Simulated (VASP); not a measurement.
Cu:

```
Cu
1.0
    -1.43500    1.43500    1.43500
     1.43500   -1.43500    1.43500
     1.43500    1.43500   -1.43500
Cu
1
Direct
  0.00000 0.00000 0.00000
```

This isn't the form of Cu at room conditions, which is fcc.

```yaml
Program: VASP 6.6.1
Task: relaxation of cell and atoms
Functional: LDA
Potentials_or_basis: VASP PAW LDA potentials, release 64 (Cu)
Cutoff: 600 eV
k_mesh: 12 × 12 × 12
Occupations: gaussian, width 0.1 eV
Spin: no spin polarisation
```

At the start: pressure -11.2 GPa; volume 11.82 Å³/atom.

**Question.** Where does the relaxation end?

**Answer.** Over 3 steps the energy falls by 31.5 meV/atom and the volume is 10.98 Å³/atom (-7.1 %); space group Im-3m (No. 229, to 0.1 Å) before and after.

The path:
```
step  energy change (eV)  largest force (eV/Å)  pressure (GPa)  volume (Å³)
   1              0.0000                0.0000          -11.16        11.82
   2             -0.0166                0.0000            9.70        10.47
   3             -0.0315                0.0000           -0.06        10.98
```

Final structure:
```yaml
crystal:
  lattice:
    - [-1.40030, 1.40030, 1.40030]
    - [1.40030, -1.40030, 1.40030]
    - [1.40030, 1.40030, -1.40030]
  atoms:
    - { symbol: Cu, position: [0.00000, 0.00000, 0.00000] }
```
